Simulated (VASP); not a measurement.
Mg3NbO2, 6 atoms in the cell. The structure is hexagonal, space group P6/mmm (No. 191). Conventional cell: a = 5.199 Å, b = 5.199 Å, c = 4.114 Å, α = 90.00°, β = 90.00°, γ = 120.00°. Within 2.0 Å of Mg (site symmetry mmm) lie 2 O at 1.50 Å. Within 3.4 Å of Nb (site symmetry 6/mmm) lie 6 Mg at 2.60 Å and 6 O at 3.00 Å. Within 2.0 Å of O (site symmetry -6m2) lie 3 Mg at 1.50 Å. 

* Program: VASP 6.6.1
* Task: single point
* Functional: PBE
* Potentials or basis: VASP PAW PBE potentials, release 64 (Mg, Nb_sv, O)
* Cutoff: 520 eV
* k mesh: 6 × 6 × 4
* Occupations: gaussian, width 0.1 eV
* Spin: no spin polarisation
* Dipole correction: no
* Further INCAR settings: ALGO = Normal; EDIFF = 1e-07; NBANDS = 24

Potentials or basis: VASP PAW PBE potentials, release 64 (Mg, Nb_sv, O).

Run with:

```sh
$ cat potpaw_PBE.64/Mg/POTCAR potpaw_PBE.64/Nb_sv/POTCAR potpaw_PBE.64/O/POTCAR > POTCAR
$ mpirun -np 1 vasp_std > vasp.out
```

Hardware: 1 thread of Intel(R) Xeon(R) Platinum 8259CL CPU @ 2.50GHz (Skylake/Cascade Lake), on a shared host.

**Question.** Estimate the wall time of this run.

**Answer.** It took 54 s on 1 thread of Intel(R) Xeon(R) Platinum 8259CL CPU @ 2.50GHz (Skylake/Cascade Lake) (shared host), peak memory 0.24 GiB. Counts: scf iterations 15, k points 21.
